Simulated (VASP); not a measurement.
Wanted: the native input for a VASP 6.6.1 run.

* Task: single point
* Functional: PBE
* Potentials or basis: VASP PAW PBE potentials, release 64 (Al, Co)
* Cutoff: 520 eV
* k mesh: 10 × 10 × 10
* Occupations: gaussian, width 0.1 eV
* Spin: no spin polarisation
* Dipole correction: no
* Further INCAR settings: ALGO = Fast; EDIFF = 1e-06; NBANDS = 18

The structure of Al4Co lies in POSCAR:

```
Al4Co
1.0
    2.8963321238     -3.3990079764     -0.0074065732
    2.8963321238      3.3990079764     -0.0074065732
   -1.0818267670      0.0000000000      4.3344762379
Al Co
4 1
Direct
    0.0330322746      0.4592718652      0.0332327766
    0.4592718652      0.0330322746      0.0332327766
    0.0328237530      0.0328237530      0.4594243783
    0.5544241585      0.5544241585      0.5546303451
    0.9192378343      0.9192378343      0.9194957586
```

One way to write it, as run:

INCAR

```
  ALGO = Fast
  EDIFF = 1E-6
  ENCUT = 520
  GGA = PE
  ISIF = 2
  ISMEAR = 0
  LASPH = T
  LCHARG = F
  LREAL = F
  LWAVE = F
  NBANDS = 18
  NELM = 60
  PREC = Accurate
  SIGMA = 0.1
```

KPOINTS

```
k-points
0
Gamma
  10 10 10
```

Potentials or basis: VASP PAW PBE potentials, release 64 (Al, Co).

Command:

```console
$ cat potpaw_PBE.64/Al/POTCAR potpaw_PBE.64/Co/POTCAR > POTCAR
$ mpirun -np 1 vasp_std > vasp.out
```

Results of the run:

```
Pressure               : -0.1 GPa
Largest force          : 0.010 eV/Å
Band gap on the k mesh : zero (an odd number of electrons rules out a gap without spin polarisation)
```

Caveat: the run has no spin polarisation, though such a crystal can be magnetic.

It took 2.8 min on 1 thread of Intel(R) Xeon(R) 6975P-C (Granite Rapids) (shared host), peak memory 0.51 GiB.
